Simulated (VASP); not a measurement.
Input of a VASP 6.6.1 run:

The input INCAR:

```
PREC = Accurate
ENCUT = 600
EDIFF = 1E-6
ISMEAR = 0
SIGMA = 0.1
LREAL = F
LASPH = T
NELM = 100
ALGO = Normal
ISIF = 3
LWAVE = F
LCHARG = F
GGA = PE
IBRION = 2
NSW = 100
EDIFFG = -0.01
```

KPOINTS

```
Automatic mesh
0
Gamma
  8 8 12
```

The input POSCAR:

```
Ca
1.0
    6.8078650665      0.0000000000      0.0000000000
    0.0000000000      6.8078650665      0.0000000000
    0.0000000000      0.0000000000      3.6816721537
Ca
4
Direct
    0.0000000000      0.0000000000      0.0000000000
    0.0000000000      0.5000000000      0.0000000000
    0.5000000000      0.0000000000      0.0000000000
    0.5000000000      0.5000000000      0.5000000000
```

Potentials or basis: VASP PAW PBE potentials, release 64 (Ca_sv).

Command:

```bash
$ cat potpaw_PBE.64/Ca_sv/POTCAR > POTCAR
$ mpirun -np 1 vasp_std > vasp.out
```

(1) What does it give for the relaxed cell?

(2) Predict the band gap on the k mesh.

(3) Estimate the space group after relaxing (to 0.05 Å).

(4) What does it give for the relaxed volume?

Answers

(1) a = 6.822 Å, b = 6.822 Å, c = 3.693 Å, α = 90.00°, β = 90.00°, γ = 90.00°.

(2) zero (band 20 reaches 2.04 eV, above the bottom of band 21 at 1.41 eV).

(3) P4/mmm (No. 123).

(4) 42.96 Å³/atom.
